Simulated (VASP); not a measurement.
# HfN in VASP: notebook, part 2 of 3

VASP 6.6.1. Earlier steps stand in the parts before.

### Step 3. Electric field gradients, PBE (equal xx and yy strain of +3 %)

INCAR

```
ALGO = Normal ; EDIFF = 1E-8
ENCUT = 520 ; GGA = PE
ISIF = 2 ; ISMEAR = -1
LASPH = True ; LCHARG = False
LEFG = True ; LREAL = False
LWAVE = False ; NBANDS = 14
NELM = 80 ; PREC = Accurate
SIGMA = 0.03
```

KPOINTS

```
k-points
0
Gamma
  10 10 10
```

POSCAR

```
HfN
1.0
    0.0000000000      2.3267700000      2.2590000000
    2.3267700000      0.0000000000      2.2590000000
    2.3267700000      2.3267700000      0.0000000000
Hf N
1 1
Direct
    0.0000000000      0.0000000000      0.0000000000
    0.5000000000      0.5000000000      0.5000000000
```

Potentials or basis: VASP PAW PBE potentials, release 64 (Hf_pv, N).

Launch:

```sh
$ cat potpaw_PBE.64/Hf_pv/POTCAR potpaw_PBE.64/N/POTCAR > POTCAR
$ mpirun -np 1 vasp_std > vasp.out
```

OUTCAR:

```text
EDIFF = 1E-8
   ENCUT = 520
   GGA = PE
   ISIF = 2
   ISMEAR = -1
   LASPH = True
   LREAL = False
   NELM = 80
   PREC = Accurate

 ion  position               nearest neighbor table
   1  0.000  0.000  0.000-   2 2.26   2 2.26   2 2.33   2 2.33   2 2.33   2 2.33
   2  0.500  0.500  0.500-   1 2.26   1 2.26   1 2.33   1 2.33   1 2.33   1 2.33

  LATTYP: Found a body centered tetragonal cell.
 ALAT       =     3.2905496905
 C/A-ratio  =     1.3730228761

  Lattice vectors:

 A1 = (   0.0000000000,  -2.3267700000,  -2.2590000000)
 A2 = (   0.0000000000,   2.3267700000,  -2.2590000000)
 A3 = (   2.3267700000,   0.0000000000,   2.2590000000)

Analysis of symmetry for initial positions (statically):
=====================================================================
 Subroutine PRICEL returns:
 Original cell was already a primitive cell.

 Routine SETGRP: Setting up the symmetry group for a
 body centered tetragonal supercell.

 Subroutine GETGRP returns: Found 16 space group operations
 (whereof 16 operations were pure point group operations)
 out of a pool of 16 trial point group operations.

The static configuration has the point symmetry D_4h.

Analysis of symmetry for dynamics (positions and initial velocities):
=====================================================================
 Subroutine PRICEL returns:
 Original cell was already a primitive cell.

 Routine SETGRP: Setting up the symmetry group for a
 body centered tetragonal supercell.

 Subroutine GETGRP returns: Found 16 space group operations
 (whereof 16 operations were pure point group operations)
 out of a pool of 16 trial point group operations.

The dynamic configuration has the point symmetry D_4h.

 Subroutine INISYM returns: Found 16 space group operations
 (whereof 16 operations are pure point group operations),
 and found     1 'primitive' translations

----------------------------------------------------------------------------------------

                                     Primitive cell

  volume of cell :      24.4598

  direct lattice vectors                    reciprocal lattice vectors
     0.000000000  2.326770000  2.259000000    -0.214890170  0.214890170  0.221336875
     2.326770000  0.000000000  2.259000000     0.214890170 -0.214890170  0.221336875
     2.326770000  2.326770000  0.000000000     0.214890170  0.214890170 -0.221336875

  length of vectors
     3.242983138  3.242983138  3.290549691     0.375959549  0.375959549  0.375959549

  position of ions in fractional coordinates (direct lattice)
     0.000000000  0.000000000  0.000000000
     0.500000000  0.500000000  0.500000000

  ion indices of the primitive-cell ions
   primitive index   ion index
                 1           1
                 2           2

----------------------------------------------------------------------------------------

 KPOINTS: k-points

Automatic generation of k-mesh.
 Grid dimensions read from file:
[... 77 lines left out ...]
   NUPDOWN=      -1.0000    fix difference up-down
   EMIN   =  10.00;   EMAX   =-10.00  energy-range for DOS
   EFERMI =   0.00;   METHOD = LEGACY
   ISMEAR =    -1;   SIGMA  =   0.03  broadening in eV -4-tet -1-fermi 0-gaus
   EFERMI_NEDOS =   21; number of points for ismear=-14 and -15
   IALGO  =     38    algorithm
   IMIX   =      4    mixing-type and parameters
     AMIX     =   0.40;   BMIX     =  1.00
     AMIX_MAG =   1.60;   BMIX_MAG =  1.00
  volume/ion in A,a.u.               =      12.23        82.53
  Fermi-wavevector in a.u.,A,eV,Ry     =   1.390873  2.628369 26.320855  1.934528
  Thomas-Fermi vector in A             =   2.514766
   LORBIT       =      0    0 simple, 1 ext, 2 COOP (PROOUT), +10 PAW based schemes
   GGA     = PE    functional components
   LHFCALC =     F    Hartree Fock is set to
   AEXX    =    0.0000 exact exchange contribution
   IVDW    =     0    specifies the selected vdW correction
   LEPSILON=     F    determine dielectric tensor
   LRPA    =     F    only Hartree local field effects (RPA)
 non-spin polarized calculation
  energy-cutoff  :      520.00
  volume of cell :       24.46
 maximum number of plane-waves:       671
   NGX = 13   NGY = 13   NGZ = 13

 number of electron      15.0000000 magnetization

 Free energy of the ion-electron system (eV)
  ---------------------------------------------------
  ext. energy  EPLUGINS =         0.00000000
  ---------------------------------------------------
  free energy    TOTEN  =       -21.69365535 eV

  energy without entropy =      -21.69168842  energy(sigma->0) =      -21.69267189

 E-fermi :   7.9069     XC(G=0): -12.4225

 val. band max:        7.8641523510   @ k =  -0.1000   0.1000   0.0000
 cond. band min:       7.9248851192   @ k =  -0.4000   0.0000   0.3000
 fundamental gap:      0.0607327682
 Fermi energy:         7.9068837548

 k-point     1 :       0.0000    0.0000    0.0000
  band No.  band energies     occupation
      1     -23.5271      2.00000
      2     -23.5271      2.00000
      3     -23.4837      2.00000
      4      -9.2977      2.00000
      5       4.8692      2.00000
      6       4.8692      2.00000
      7       4.9936      2.00000
      8       7.4539      2.00000
      9       7.4539      2.00000
     10       7.7537      1.98797
     11       8.8637      0.00000
     12       9.4842      0.00000
     13      10.1740      0.00000
     14      17.2974      0.00000
[... 377 lines left out ...]
      1     -24.0394      2.00000
      2     -23.7472      2.00000
      3     -23.7348      2.00000
      4      -7.9350      2.00000
      5       1.4479      2.00000
      6       3.3243      2.00000
      7       3.7320      2.00000
      8       5.4759      2.00000
      9      11.5648      0.00000
     10      11.7715      0.00000
     11      12.3139      0.00000
     12      12.3512      0.00000
     13      16.8123      0.00000
     14      18.7051      0.00000

 [... further k-points ...]
[... 5 lines left out ...]
  --------------------------------------------------------------------------------------
  -------------------------------------------------------------------------------------
  Total       -2.2389820     -2.2389820     -0.6679007      0.0000000     -0.0000000     -0.0000000
  in kB     -146.6587701   -146.6587701    -43.7491246      0.0000000     -0.0000000     -0.0000000
  external PRESSURE =    -112.3555550 kB  Pullay stress =       0.0000000 kB

 VOLUME and BASIS-vectors are now :
 -----------------------------------------------------------------------------
  energy-cutoff  :      520.00
  volume of cell :       24.46
      direct lattice vectors                 reciprocal lattice vectors
     0.000000000  2.326770000  2.259000000    -0.214890170  0.214890170  0.221336875
     2.326770000  0.000000000  2.259000000     0.214890170 -0.214890170  0.221336875
     2.326770000  2.326770000  0.000000000     0.214890170  0.214890170 -0.221336875

 POSITION                                       TOTAL-FORCE (eV/Angst)
 -----------------------------------------------------------------------------------
      0.00000      0.00000      0.00000         0.000000      0.000000     -0.000000
      2.32677      2.32677      2.25900         0.000000      0.000000      0.000000
 -----------------------------------------------------------------------------------
    total drift:                                0.000000     -0.000000     -0.000000

  FREE ENERGIE OF THE ION-ELECTRON SYSTEM (eV)
  ---------------------------------------------------
  free  energy   TOTEN  =       -21.6936553513 eV

  energy  without entropy=      -21.6916884236  energy(sigma->0) =      -21.69267189

 Electric field gradients (V/A^2)
---------------------------------------------------------------------
 ion       V_xx      V_yy      V_zz      V_xy      V_xz      V_yz
---------------------------------------------------------------------
   1      52.992    52.992  -105.985     0.000    -0.000    -0.000
   2       5.352     5.352   -10.704     0.001     0.001     0.001
---------------------------------------------------------------------

 Electric field gradients after diagonalization (V/A^2)
 (convention: |V_zz| > |V_xx| > |V_yy|)
----------------------------------------------------------------------
 ion       V_xx      V_yy      V_zz     asymmetry (V_yy - V_xx)/ V_zz
----------------------------------------------------------------------
   1      52.993    52.992  -105.985       0.000
   2       5.353     5.351   -10.704       0.000
----------------------------------------------------------------------

           NMR quadrupolar parameters

 Cq : quadrupolar parameter    Cq=e*Q*V_zz/h
 eta: asymmetry parameters     (V_yy - V_xx)/ V_zz
 Q  : nuclear electric quadrupole moment in mb (millibarn)
----------------------------------------------------------------------
 ion       Cq(MHz)       eta       Q (mb)
----------------------------------------------------------------------
   1      -0.256       0.000       1.000
   2      -0.026       0.000       1.000
----------------------------------------------------------------------
```

Run time: 13 s. Hardware: 1 thread of Intel Xeon 6975P-C (Granite Rapids), shared host; peak memory 0.16 GiB.

What came out:

```yaml
Free_energy: -21.6937 eV
Pressure: -11.2 GPa
```

Levels at points of the mesh, in eV from the Fermi level:
```tsv
k point	band 5	band 6	band 7	band 8	band 9	band 10	band 11	band 12
(0.00, 0.00, 0.00)	-3.04	-3.04	-2.91	-0.45	-0.45	-0.15	0.96	1.58
(0.50, 0.00, 0.00)	-8.59	-5.95	-5.93	2.95	3.31	3.48	4.07	7.77
(0.50, 0.50, 0.00)	-5.25	-3.78	-3.78	-3.65	3.75	4.86	5.04	5.04
(0.50, 0.00, 0.50)	-5.53	-3.70	-3.59	-3.56	3.63	4.84	5.01	5.21
```

Electric field gradients, principal values (V/Å²):
| atom | least | middle | greatest (by size) |
| --- | --- | --- | --- |
| 1 Hf | 52.992 | 52.993 | -105.985 |
| 2 N | 5.351 | 5.353 | -10.704 |

Caveat: the cell differs from its parent crystal (equal xx and yy strain of +3 %); without QUAD_EFG the Cq values of the log hold for a quadrupole moment of 1 mb, not for the nuclei; spin-orbit coupling is left out, which moves the levels of the heavy elements.

[end of part 2 of 3]
